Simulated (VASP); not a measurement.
A run of VASP 6.6.1:

File INCAR:

```
PREC = Accurate ; ENCUT = 520
EDIFF = 1E-8 ; ISMEAR = -1
SIGMA = 0.01 ; LREAL = False
LASPH = True ; NELM = 120
ALGO = Normal ; ISIF = 2
LWAVE = False ; LCHARG = False
GGA = CA ; LEFG = True
NBANDS = 28 ; GGA_COMPAT = False
```

KPOINTS

```
Automatic mesh
0
Gamma
  5 5 5
```

Contents of POSCAR:

```
KTaO3
1.0
    3.9883000000     -0.0398830000     -0.0398830000
   -0.0398830000      3.9883000000     -0.0398830000
   -0.0398830000     -0.0398830000      3.9883000000
K Ta O
1 1 3
Direct
    0.5000000000      0.5000000000      0.5000000000
    0.0000000000      0.0000000000      0.0000000000
    0.5000000000      0.0000000000      0.0000000000
    0.0000000000      0.5000000000      0.0000000000
    0.0000000000      0.0000000000      0.5000000000
```

Potentials or basis: VASP PAW LDA potentials, release 64 (K_sv, Ta_sv_GW, O).

Launch:

```console
$ cat potpaw_LDA.64/K_sv/POTCAR potpaw_LDA.64/Ta_sv_GW/POTCAR potpaw_LDA.64/O/POTCAR > POTCAR
$ mpirun -np 1 vasp_std > vasp.out
```

Hardware: 1 thread of AMD EPYC 7571, with other jobs on the host.

Q: How long does it take, and how much memory?

A: Run time: 100 s on 1 thread of AMD EPYC 7571, on a shared host, peak memory 0.14 GiB. Counts: scf iterations 21, k points 19.
